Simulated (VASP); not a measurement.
# GaSb3 (Fm-3m) in VASP: further runs

The runs below take GaSb3 through single point, with PBEsol.

All numbers are computed with VASP 6.6.1; they aren't measurements. Logs are shortened: lines on timing, memory, paths and dates and some standing lists are left out, and cuts for length are marked.

### 1 The cell of the first run

It takes space group Fm-3m (No. 225, cubic). Conventional cell: a = 7.228 Å, b = 7.228 Å, c = 7.228 Å, α = 90.00°, β = 90.00°, γ = 90.00°. Ga (site symmetry m-3m) has 14 Sb at 3.13 to 3.61 Å within 4.1 Å. Sb (site symmetry -43m) has 4 Ga at 3.13 Å and 10 Sb at 3.13 to 3.61 Å within 4.1 Å. Sb (site symmetry m-3m) has 8 Sb at 3.13 Å and 6 Ga at 3.61 Å within 4.1 Å.

### 2 Single point, PBEsol (volume 23.600 Å^3 an atom, c/a of the conventional cell 1.0000)

INCAR

```
  PREC = Accurate
  ENCUT = 520
  EDIFF = 1E-6
  ISMEAR = 0
  SIGMA = 0.15
  LREAL = F
  LASPH = T
  NELM = 60
  ALGO = Normal
  ISIF = 2
  LWAVE = F
  LCHARG = T
  GGA = PS
  LELF = T
  LVHAR = T
  NBANDS = 22
```

KPOINTS

```
regular mesh
0
Gamma
  10 10 10
```

POSCAR

```
GaSb3
1.0
    0.0000000000      3.6139377386      3.6139377386
    3.6139377386      0.0000000000      3.6139377386
    3.6139377386      3.6139377386      0.0000000000
Ga Sb
1 3
Direct
    0.0000000000      0.0000000000      0.0000000000
    0.2500000000      0.2500000000      0.2500000000
    0.7500000000      0.7500000000      0.7500000000
    0.5000000000      0.5000000000      0.5000000000
```

Potentials or basis: VASP PAW PBE potentials, release 64 (Ga_d, Sb).

The run is started by

```sh
> cat potpaw_PBE.64/Ga_d/POTCAR potpaw_PBE.64/Sb/POTCAR > POTCAR
> mpirun -np 1 vasp_std > vasp.out
```

OUTCAR:

```text
PREC = Accurate
   ENCUT = 520
   EDIFF = 1E-6
   ISMEAR = 0
   LREAL = F
   LASPH = T
   NELM = 60
   ISIF = 2
   GGA = PS

 ion  position               nearest neighbor table
   1  0.000  0.000  0.000-   3 3.13   3 3.13   3 3.13   2 3.13   2 3.13   2 3.13   3 3.13   2 3.13

   2  0.250  0.250  0.250-   1 3.13   1 3.13   1 3.13   4 3.13   4 3.13   4 3.13   4 3.13   1 3.13
                             3 3.61   3 3.61   3 3.61   3 3.61   3 3.61   3 3.61
   3  0.750  0.750  0.750-   4 3.13   4 3.13   4 3.13   1 3.13   1 3.13   1 3.13   4 3.13   1 3.13
                             2 3.61   2 3.61   2 3.61   2 3.61   2 3.61   2 3.61
   4  0.500  0.500  0.500-   2 3.13   2 3.13   2 3.13   3 3.13   3 3.13   3 3.13   3 3.13   2 3.13

  LATTYP: Found a face centered cubic cell.
 ALAT       =     7.2278754772

  Lattice vectors:

 A1 = (   0.0000000000,   3.6139377386,   3.6139377386)
 A2 = (   3.6139377386,   0.0000000000,   3.6139377386)
 A3 = (   3.6139377386,   3.6139377386,   0.0000000000)

Analysis of symmetry for initial positions (statically):
=====================================================================
 Subroutine PRICEL returns:
 Original cell was already a primitive cell.

 Routine SETGRP: Setting up the symmetry group for a
 face centered cubic supercell.

 Subroutine GETGRP returns: Found 48 space group operations
 (whereof 48 operations were pure point group operations)
 out of a pool of 48 trial point group operations.

The static configuration has the point symmetry O_h .

Analysis of symmetry for dynamics (positions and initial velocities):
=====================================================================
 Subroutine PRICEL returns:
 Original cell was already a primitive cell.

 Routine SETGRP: Setting up the symmetry group for a
 face centered cubic supercell.

 Subroutine GETGRP returns: Found 48 space group operations
 (whereof 48 operations were pure point group operations)
 out of a pool of 48 trial point group operations.

The dynamic configuration has the point symmetry O_h .

 Subroutine INISYM returns: Found 48 space group operations
 (whereof 48 operations are pure point group operations),
 and found     1 'primitive' translations

----------------------------------------------------------------------------------------

                                     Primitive cell

  volume of cell :      94.4000

  direct lattice vectors                    reciprocal lattice vectors
     0.000000000  3.613937739  3.613937739    -0.138353241  0.138353241  0.138353241
     3.613937739  0.000000000  3.613937739     0.138353241 -0.138353241  0.138353241
     3.613937739  3.613937739  0.000000000     0.138353241  0.138353241 -0.138353241

  length of vectors
     5.110879764  5.110879764  5.110879764     0.239634843  0.239634843  0.239634843

  position of ions in fractional coordinates (direct lattice)
     0.000000000  0.000000000  0.000000000
     0.250000000  0.250000000  0.250000000
     0.750000000  0.750000000  0.750000000
     0.500000000  0.500000000  0.500000000

  ion indices of the primitive-cell ions
   primitive index   ion index
                 1           1
                 2           2
                 3           3
                 4           4

----------------------------------------------------------------------------------------

 KPOINTS: regular mesh

Automatic generation of k-mesh.
 Grid dimensions read from file:
 generate k-points for:   10   10   10

 Generating k-lattice:

  Cartesian coordinates                     Fractional coordinates (reciprocal lattice)
    -0.013835324  0.013835324  0.013835324     0.100000000  0.000000000  0.000000000
     0.013835324 -0.013835324  0.013835324     0.000000000  0.100000000  0.000000000
     0.013835324  0.013835324 -0.013835324     0.000000000  0.000000000  0.100000000

  Length of vectors
     0.023963484  0.023963484  0.023963484

  Shift w.r.t. Gamma in fractional coordinates (k-lattice)
     0.000000000  0.000000000  0.000000000

 Subroutine IBZKPT returns following result:
 ===========================================

 Found     47 irreducible k-points:

 Following reciprocal coordinates:
            Coordinates               Weight
  0.000000  0.000000  0.000000      1.000000
  0.100000  0.000000  0.000000      8.000000
  0.200000  0.000000  0.000000      8.000000
  0.300000  0.000000  0.000000      8.000000
  0.400000  0.000000  0.000000      8.000000
  0.500000  0.000000  0.000000      4.000000
[... 16 lines left out ...]
  0.300000  0.300000  0.000000      6.000000
  0.400000  0.300000  0.000000     24.000000
 [... further k-points ...]
   k-points           NKPTS =     47   k-points in BZ     NKDIM =     47   number of bands    NBANDS=     22
   number of dos      NEDOS =    301   number of ions     NIONS =      4
   total plane-waves  NPLWV =  64000
   dimension x,y,z NGX =    40 NGY =   40 NGZ =   40
   dimension x,y,z NGXF=    80 NGYF=   80 NGZF=   80
   ions per type =               1   3
   NGX,Y,Z   is equivalent  to a cutoff of  13.01, 13.01, 13.01 a.u.
   NGXF,Y,Z  is equivalent  to a cutoff of  26.02, 26.02, 26.02 a.u.
 SYSTEM =  unknown system
   PREC   = accura    normal or accurate (medium, high low for compatibility)
   ISTART =      0    job   : 0-new  1-cont  2-samecut
   ICHARG =      2    charge: 1-file 2-atom 10-const
   ISPIN  =      1    spin polarized calculation?
   LNONCOLLINEAR =      F non collinear calculations
   LSORBIT =      F    spin-orbit coupling
   LASPH  =      T    aspherical Exc in radial PAW
   ENCUT  =  520.0 eV  38.22 Ry    6.18 a.u.   9.50  9.50  9.50*2*pi/ulx,y,z
   NELM   =     60;   NELMIN=  2; NELMDL= -5     # of ELM steps
   EDIFF  = 0.1E-05   stopping-criterion for ELM
   LREAL  =      F    real-space projection
   EDIFFG = 0.1E-04   stopping-criterion for IOM
   NSW    =      0    number of steps for IOM
   IBRION =     -1    ionic relax: 0-MD 1-quasi-New 2-CG
   NFREE  =      0    steps in history (QN), initial steepest desc. (CG)
   ISIF   =      2    stress and relaxation
   ISYM   =      2    0-nonsym 1-usesym 2-fastsym
   POTIM  = 0.5000    time-step for ionic-motion
   TEBEG  =    0.0;   TEEND  =   0.0 temperature during run
   PSTRESS=    0.0 pullay stress
   NELECT =      28.0000    total number of electrons
   NUPDOWN=      -1.0000    fix difference up-down
   EMIN   =  10.00;   EMAX   =-10.00  energy-range for DOS
   EFERMI =   0.00;   METHOD = LEGACY
   ISMEAR =     0;   SIGMA  =   0.15  broadening in eV -4-tet -1-fermi 0-gaus
   EFERMI_NEDOS =   21; number of points for ismear=-14 and -15
   IALGO  =     38    algorithm
   IMIX   =      4    mixing-type and parameters
     AMIX     =   0.40;   BMIX     =  1.00
     AMIX_MAG =   1.60;   BMIX_MAG =  1.00
  volume/ion in A,a.u.               =      23.60       159.26
  Fermi-wavevector in a.u.,A,eV,Ry     =   1.091784  2.063173 16.218049  1.191993
  Thomas-Fermi vector in A             =   2.228037
   LORBIT       =      0    0 simple, 1 ext, 2 COOP (PROOUT), +10 PAW based schemes
   GGA     = PS    functional components
   LHFCALC =     F    Hartree Fock is set to
   AEXX    =    0.0000 exact exchange contribution
   IVDW    =     0    specifies the selected vdW correction
   LEPSILON=     F    determine dielectric tensor
   LRPA    =     F    only Hartree local field effects (RPA)
 non-spin polarized calculation
 Gauss-broadening in eV      SIGMA  =   0.15
  energy-cutoff  :      520.00
  volume of cell :       94.40
 maximum number of plane-waves:      2637
 NGX is ok and might be reduce to    40
   NGX = 19   NGY = 19   NGZ = 19

 number of electron      27.9999989 magnetization

 Free energy of the ion-electron system (eV)
  ---------------------------------------------------
  ext. energy  EPLUGINS =         0.00000000
  ---------------------------------------------------
  free energy    TOTEN  =       -16.39177030 eV

  energy without entropy =      -16.37238423  energy(sigma->0) =      -16.38207727

 E-fermi :   8.4367     XC(G=0): -10.7253

 val. band max:        8.3915871679   @ k =   0.4000   0.3000   0.1000
 cond. band min:       8.4371161264   @ k =   0.3000   0.2000   0.0000
 fundamental gap:      0.0455289585
 Fermi energy:         8.4367366372

 k-point     1 :       0.0000    0.0000    0.0000
  band No.  band energies     occupation
      1      -6.2934      2.00000
      2      -6.2934      2.00000
      3      -6.2934      2.00000
      4      -6.2751      2.00000
      5      -6.2751      2.00000
      6      -4.6999      2.00000
[... 14 lines left out ...]
     21      16.0287      0.00000
     22      16.0287      0.00000

 k-point     2 :       0.1000    0.0000    0.0000
  band No.  band energies     occupation
      1      -6.2942      2.00000
      2      -6.2931      2.00000
      3      -6.2931      2.00000
      4      -6.2753      2.00000
      5      -6.2753      2.00000
      6      -4.6153      2.00000
[... 14 lines left out ...]
     21      15.2367      0.00000
     22      15.8113      0.00000

 k-point     3 :       0.2000    0.0000    0.0000
  band No.  band energies     occupation
      1      -6.2964      2.00000
      2      -6.2922      2.00000
      3      -6.2922      2.00000
      4      -6.2756      2.00000
      5      -6.2756      2.00000
      6      -4.3628      2.00000
[... 14 lines left out ...]
     21      13.6563      0.00000
     22      15.0619      0.00000

 k-point     4 :       0.3000    0.0000    0.0000
  band No.  band energies     occupation
      1      -6.2994      2.00000
      2      -6.2912      2.00000
      3      -6.2912      2.00000
      4      -6.2758      2.00000
      5      -6.2758      2.00000
      6      -3.9486      2.00000
[... 14 lines left out ...]
     21      13.8213      0.00000
     22      14.4156      0.00000

 k-point     5 :       0.4000    0.0000    0.0000
  band No.  band energies     occupation
      1      -6.3021      2.00000
      2      -6.2905      2.00000
      3      -6.2905      2.00000
      4      -6.2759      2.00000
      5      -6.2759      2.00000
      6      -3.4017      2.00000
[... 14 lines left out ...]
     21      13.6246      0.00000
     22      15.9046      0.00000

 k-point     6 :       0.5000    0.0000    0.0000
  band No.  band energies     occupation
      1      -6.3031      2.00000
      2      -6.2903      2.00000
      3      -6.2903      2.00000
      4      -6.2759      2.00000
      5      -6.2759      2.00000
      6      -2.9797      2.00000
[... 14 lines left out ...]
     21      14.3503      0.00000
     22      17.5539      0.00000

 k-point     7 :       0.1000    0.1000    0.0000
  band No.  band energies     occupation
      1      -6.2947      2.00000
      2      -6.2928      2.00000
      3      -6.2928      2.00000
      4      -6.2757      2.00000
      5      -6.2750      2.00000
      6      -4.5871      2.00000
[... 324 lines left out ...]
      6      -2.7509      2.00000
[... 14 lines left out ...]
     21      13.8454      0.00000
     22      16.9088      0.00000

 k-point    21 :      -0.3000    0.2000    0.0000
  band No.  band energies     occupation
      1      -6.2987      2.00000
      2      -6.2938      2.00000
      3      -6.2896      2.00000
      4      -6.2771      2.00000
      5      -6.2765      2.00000
      6      -3.3011      2.00000
[... 14 lines left out ...]
     21      14.3351      0.00000
     22      15.6551      0.00000

 k-point    22 :      -0.2000    0.2000    0.0000
  band No.  band energies     occupation
      1      -6.2980      2.00000
      2      -6.2929      2.00000
      3      -6.2907      2.00000
      4      -6.2766      2.00000
      5      -6.2761      2.00000
      6      -3.8082      2.00000
[... 14 lines left out ...]
     21      14.3224      0.00000
     22      15.0182      0.00000

 k-point    23 :       0.3000    0.3000    0.0000
  band No.  band energies     occupation
      1      -6.3025      2.00000
      2      -6.2889      2.00000
      3      -6.2889      2.00000
      4      -6.2802      2.00000
      5      -6.2742      2.00000
      6      -3.6928      2.00000
[... 14 lines left out ...]
     21      12.9981      0.00000
     22      12.9981      0.00000

 k-point    24 :       0.4000    0.3000    0.0000
  band No.  band energies     occupation
      1      -6.3038      2.00000
      2      -6.2887      2.00000
      3      -6.2879      2.00000
      4      -6.2813      2.00000
      5      -6.2742      2.00000
      6      -3.2836      2.00000
[... 14 lines left out ...]
     21      13.1738      0.00000
     22      13.3575      0.00000

 [... further k-points ...]
[... 5 lines left out ...]
  --------------------------------------------------------------------------------------
  -------------------------------------------------------------------------------------
  Total        1.1084101      1.1084101      1.1084101     -0.0000000      0.0000000      0.0000000
  in kB       18.8121771     18.8121771     18.8121771     -0.0000000      0.0000000      0.0000000
  external PRESSURE =      18.8121771 kB  Pullay stress =       0.0000000 kB

 VOLUME and BASIS-vectors are now :
 -----------------------------------------------------------------------------
  energy-cutoff  :      520.00
  volume of cell :       94.40
      direct lattice vectors                 reciprocal lattice vectors
     0.000000000  3.613937739  3.613937739    -0.138353241  0.138353241  0.138353241
     3.613937739  0.000000000  3.613937739     0.138353241 -0.138353241  0.138353241
     3.613937739  3.613937739  0.000000000     0.138353241  0.138353241 -0.138353241

 POSITION                                       TOTAL-FORCE (eV/Angst)
 -----------------------------------------------------------------------------------
      0.00000      0.00000      0.00000         0.000000      0.000000     -0.000000
      1.80697      1.80697      1.80697         0.000000     -0.000000     -0.000000
      5.42091      5.42091      5.42091        -0.000000      0.000000      0.000000
      3.61394      3.61394      3.61394         0.000000      0.000000     -0.000000
 -----------------------------------------------------------------------------------
    total drift:                               -0.000000      0.000000      0.000000

  FREE ENERGIE OF THE ION-ELECTRON SYSTEM (eV)
  ---------------------------------------------------
  free  energy   TOTEN  =       -16.3917703007 eV

  energy  without entropy=      -16.3723842318  energy(sigma->0) =      -16.38207727
```

Wall time 38 s (1 thread of Intel Xeon 6975P-C (Granite Rapids), shared host); peak memory 0.28 GiB.

What came out:

```
Free energy            : -16.3918 eV
Pressure               : 1.9 GPa
Band gap on the k mesh : zero (band 14 reaches 9.98 eV, above the bottom of band 15 at 5.82 eV)
```

Caveat: the cell differs from its parent crystal (volume 23.600 Å^3 an atom, c/a of the conventional cell 1.0000); the PAW data sets were made with another functional, which shifts forces and pressure a little; spin-orbit coupling is left out, which moves the levels of the heavy elements.

### 3 Single point, PBEsol

This run uses another cell than the first one, of 24.25 Å³/atom, 1.027 times its volume.

INCAR

```
PREC     = Accurate       # precision mode
ENCUT    = 520            # plane-wave cutoff, eV
EDIFF    = 1E-6           # SCF threshold, eV
ISMEAR   = 0              # smearing method
SIGMA    = 0.15           # smearing width, eV
LREAL    = False          # projectors in reciprocal space
LASPH    = True           # aspherical terms in the spheres
NELM     = 100            # most SCF steps
ALGO     = Normal         # electronic algorithm
ISIF     = 2              # what is computed and relaxed
LWAVE    = False          # write WAVECAR
LCHARG   = True           # write CHGCAR
GGA      = PS             # functional
LELF     = True           # ELF
LVHAR    = True         
NBANDS   = 22             # bands
```

KPOINTS

```
Automatic mesh
0
Gamma
  10 10 10
```

POSCAR

```
GaSb3
1.0
    0.0000000000      3.6466703981      3.6466703981
    3.6466703981      0.0000000000      3.6466703981
    3.6466703981      3.6466703981      0.0000000000
Ga Sb
1 3
Direct
    0.0000000000      0.0000000000      0.0000000000
    0.2500000000      0.2500000000      0.2500000000
    0.7500000000      0.7500000000      0.7500000000
    0.5000000000      0.5000000000      0.5000000000
```

Potentials or basis: VASP PAW PBE potentials, release 64 (Ga_d, Sb).

The run is started by

```sh
> cat potpaw_PBE.64/Ga_d/POTCAR potpaw_PBE.64/Sb/POTCAR > POTCAR
> mpirun -np 1 vasp_std > vasp.out
```

It took 39 s on 1 thread of Intel Xeon 6975P-C (Granite Rapids), shared host; peak memory 0.29 GiB.

Results (log left out):

```yaml
Free_energy: -16.4071 eV
Pressure: 0.0 GPa
Band_gap_on_the_k_mesh: zero (band 14 reaches 9.59 eV, above the bottom of band 15 at 5.56 eV)
```

Levels at points of the mesh, in eV from the Fermi level:
| k point | band 12 | band 13 | band 14 | band 15 | band 16 | band 17 |
| --- | --- | --- | --- | --- | --- | --- |
| (0.00, 0.00, 0.00) | -2.75 | -2.54 | -2.54 | -2.54 | -0.78 | -0.78 |
| (0.50, 0.00, 0.00) | -2.82 | -2.82 | -0.19 | 0.14 | 2.20 | 2.20 |
| (0.50, 0.50, 0.00) | 0.91 | 1.18 | 1.18 | 1.27 | 2.04 | 2.04 |

Caveat: the PAW data sets were made with another functional, which shifts forces and pressure a little; spin-orbit coupling is left out, which moves the levels of the heavy elements.
